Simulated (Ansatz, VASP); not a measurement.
# One calculation of Sn, two programs

The input INCAR:

```
  ALGO = Normal
  EDIFF = 1E-8
  ENCUT = 520
  GGA = PE
  ISIF = 2
  ISMEAR = -1
  LASPH = True
  LCHARG = False
  LEFG = True
  LREAL = False
  LWAVE = False
  NBANDS = 21
  NELM = 100
  PREC = Accurate
  SIGMA = 0.05
```

File KPOINTS:

```
k-points
0
Gamma
  15 15 15
```

Contents of POSCAR:

```
Sn
1.0
   -2.8568325061      2.8568325061      1.5584548677
    2.8568325061     -2.8568325061      1.5584548677
    2.8568325061      2.8568325061     -1.5584548677
Sn
2
Direct
    0.0000000000      0.0000000000      0.0000000000
    0.7500000000      0.2500000000      0.5000000000
```

Input for Ansatz:

```yaml
crystal:
  lattice:
    - [-2.8568325061, 2.8568325061, 1.5584548677]
    - [2.8568325061, -2.8568325061, 1.5584548677]
    - [2.8568325061, 2.8568325061, -1.5584548677]
  atoms:
    - { symbol: Sn, position: [0.0, 0.0, 0.0] }
    - { symbol: Sn, position: [0.75, 0.25, 0.5] }
kpoints:
  mp_grid: { grid: [15, 15, 15] }
scf:
  occupations: { method: fermi_dirac, width: 0.05 }
hamiltonian:
  xc: pbe
  pseudopotentials: { kind: all_electron, datasets: crystal }
output:
  forces: true
  stress: true
  eigenvalues: true
  efg: { contact_densities: true }
```

Change from the starting cell: volume scaled by 0.9405, crystal datasets.

Alike in both runs: task electric field gradients; functional PBE; k mesh 15 × 15 × 15; occupations fermi-dirac, width 0.05 eV; no spin polarisation.

|  | VASP | Ansatz |
| --- | --- | --- |
| version | VASP 6.6.1 | Ansatz 0.2.0 |
| potentials or method | VASP PAW PBE potentials, release 64 (Sn_d), cutoff 520 eV | all-electron PAW with datasets made for the crystal, scalar-relativistic |

VASP gave:

- pressure (GPa): 6.8
- traceless stress, the component that is largest in VASP (GPa): -0.80
- size of Vzz on the site where it differs most (V/Å²): 46.7

**Question.** Which values does Ansatz return?

**Answer.** Pressure (GPa): 6.9; traceless stress, the component that is largest in VASP (GPa): -0.80; size of Vzz on the site where it differs most (V/Å²): 48.2.

Ansatz ran all-electron here, and VASP with PAW potentials.
